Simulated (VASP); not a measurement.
Al:

```
Al
1.0
     2.63000    0.00000    0.00000
     0.00000    2.63000    0.00000
     0.00000    0.00000    2.63000
Al
1
Cartesian
  0.0000 0.0000 0.0000
```

```yaml
Program: VASP 6.6.1
Task: relaxation of cell and atoms
Functional: LDA
Potentials_or_basis: VASP PAW LDA potentials, release 64 (Al)
Cutoff: 600 eV
k_mesh: 10 × 10 × 10
Occupations: fermi-dirac, width 0.1 eV
Spin: no spin polarisation
```

At the start: pressure 4.5 GPa; volume 18.19 Å³/atom.

**Question.** Where does the relaxation end?

**Answer.** Over 3 steps the energy falls by 16.4 meV/atom and the volume is 19.42 Å³/atom (+6.8 %); space group Pm-3m (No. 221, to 0.05 Å).

Step by step:
| step | energy change (eV) | largest force (eV/Å) | pressure (GPa) | volume (Å³) |
| --- | --- | --- | --- | --- |
| 1 | 0.0000 | 0.0000 | 4.51 | 18.19 |
| 2 | -0.0162 | 0.0000 | -0.45 | 19.57 |
| 3 | -0.0164 | 0.0000 | 0.01 | 19.42 |

Final structure:
```
Al
1.0
     2.68805    0.00000    0.00000
     0.00000    2.68805    0.00000
     0.00000    0.00000    2.68805
Al
1
Cartesian
  0.0000 0.0000 0.0000
```
